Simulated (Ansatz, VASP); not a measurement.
# One calculation of P, two programs

```
P
1.0
     1.65522   -5.64272    0.00000
     1.65522    5.64272    0.00000
     0.00000    0.00000    4.55777
P
4
Direct
  0.09407 0.90593 0.91372
  0.59407 0.40593 0.58628
  0.90593 0.09407 0.08628
  0.40593 0.59407 0.41372
```

Alike in both runs: functional PBE; k mesh 12 × 12 × 8; occupations gaussian, width 0.01 eV; no spin polarisation.

Ansatz relaxed the structure, and its values are those at the end. VASP's run is a single point on that final structure, the one shown.

|  | VASP | Ansatz |
| --- | --- | --- |
| version | VASP 6.6.1 | Ansatz 0.2.0 |
| potentials or method | VASP PAW PBE potentials, release 64 (P), cutoff 520 eV | scalar-relativistic, plane waves, PAW |
| valence electrons in the cell | 20 | 20 |

Ansatz gave:

* gap on the k mesh at the Fermi level (eV): 0.12
* least direct gap on the mesh (eV): 0.12
* pressure (GPa): 0.0
* rms of the force components (eV/Å): 0.002

Problem. What did VASP give for the same quantities?

Solution. gap on the k mesh at the Fermi level (eV): 0.14; least direct gap on the mesh (eV): 0.14; pressure (GPa): -0.3; rms of the force components (eV/Å): 0.031.

With one functional, cell and mesh, what is left measures potentials, basis and numerics.
